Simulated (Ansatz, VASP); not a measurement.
# Two plane-wave programs on Ga2O3

```
Ga O
1.0
     2.49870    1.44262    4.48355
    -2.49870    1.44262    4.48355
     0.00000   -2.88525    4.48355
Ga O
4 6
Direct
  0.85587 0.85587 0.85587
  0.64413 0.64413 0.64413
  0.14413 0.14413 0.14413
  0.35587 0.35587 0.35587
  0.75000 0.44688 0.05312
  0.44688 0.05312 0.75000
  0.05312 0.75000 0.44688
  0.25000 0.55312 0.94688
  0.94688 0.25000 0.55312
  0.55312 0.94688 0.25000
```

Alike in both runs: functional PBE; k mesh 7 × 7 × 7; occupations fermi-dirac, width 0.01 eV; no spin polarisation.

Ansatz relaxed the structure, and its values are those at the end. VASP's run is a single point on that final structure, the one shown.

|  | VASP | Ansatz |
| --- | --- | --- |
| version | VASP 6.6.1 | Ansatz 0.2.0 |
| potentials or method | VASP PAW PBE potentials, release 64 (Ga_d, O) | plane-wave PAW, scalar-relativistic |
| plane-wave cutoff (eV) | 520 | 420 |
| valence electrons in the cell | 88 | 88 |

VASP gave:

* gap on the k mesh at the Fermi level (eV): 2.78
* pressure (GPa): 9.0
* rms of the force components (eV/Å): 0.007

Problem. Estimate Ansatz's values.

Solution. gap on the k mesh at the Fermi level (eV): 2.79; pressure (GPa): 8.0; rms of the force components (eV/Å): 0.000.

Ansatz's warnings: stress scf threshold loose.
